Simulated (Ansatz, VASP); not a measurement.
## Al in VASP and in Ansatz

File INCAR:

```
SYSTEM = Al
PREC = Accurate
ENCUT = 520
EDIFF = 1E-7
ISMEAR = 0
SIGMA = 0.15
LREAL = .False.
LASPH = .True.
NELM = 80
ALGO = Fast
ISIF = 2
LWAVE = .False.
LCHARG = .False.
GGA = PE
IVDW = 12
NBANDS = 14
```

The input KPOINTS:

```
regular mesh
0
Gamma
  18 18 4
  0 0 0
```

The input POSCAR:

```
Al
1.0
    2.8144222649      0.0000000000      0.0000000000
   -1.4072111325      2.4373611784      0.0000000000
    0.0000000000      0.0000000000      9.2410470711
Al
4
Direct
   -0.0850767043     -0.0622804701      0.0000000000
    0.3333333333      0.6666666667      0.2500000000
    0.0850767043      0.0622804701      0.5000000000
    0.6666666667      0.3333333333      0.7500000000
```

Input for Ansatz:

```yaml
crystal:
  lattice:
    - [2.8144222649, 0.0, 0.0]
    - [-1.4072111325, 2.4373611784, 0.0]
    - [0.0, 0.0, 9.2410470711]
  atoms:
    - { symbol: Al, position: [-0.0850767043, -0.0622804701, 0.0] }
    - { symbol: Al, position: [0.3333333333, 0.6666666667, 0.25] }
    - { symbol: Al, position: [0.0850767043, 0.0622804701, 0.5] }
    - { symbol: Al, position: [0.6666666667, 0.3333333333, 0.75] }
basis:
  ecutwfc: 420
kpoints:
  mp_grid: { grid: [18, 18, 4] }
hamiltonian:
  xc: pbe
  pseudopotentials: { kind: paw, azcp: { folder: soft_1 } }
  dispersion: d3bj
scf:
  occupations: { method: gaussian, width: 0.15 }
output:
  forces: true
  stress: true
  eigenvalues: true
```

Change from the starting cell: mode 4 frozen in at -0.152 Å and mode 5 at -0.152 Å (largest displacements).

Alike in both runs: task single point; functional PBE; dispersion D3(BJ); k mesh 18 × 18 × 4; occupations gaussian, width 0.15 eV; no spin polarisation.

```csv
,VASP,Ansatz
version,VASP 6.6.1,Ansatz 0.2.0
potentials or method,"VASP PAW PBE potentials, release 64 (Al), cutoff 520 eV","scalar-relativistic, plane waves, PAW"
valence electrons in the cell,12,12
```

|  | VASP | Ansatz | Ansatz less VASP |
| --- | --- | --- | --- |
| gap on the k mesh at the Fermi level (eV) | none | none | - |
| pressure (GPa) | 0.4 | 0.4 | +0.01 |
| traceless stress, the component that is largest in VASP (GPa) | 0.82 | 0.82 | -0.004 |
| rms of the force components (eV/Å) | 0.078 | 0.078 | +0.0004 |

Atom by atom the forces differ by 0.000 eV/Å (rms over components). A gap of «none» marks a metal or a gap that the smearing closes.
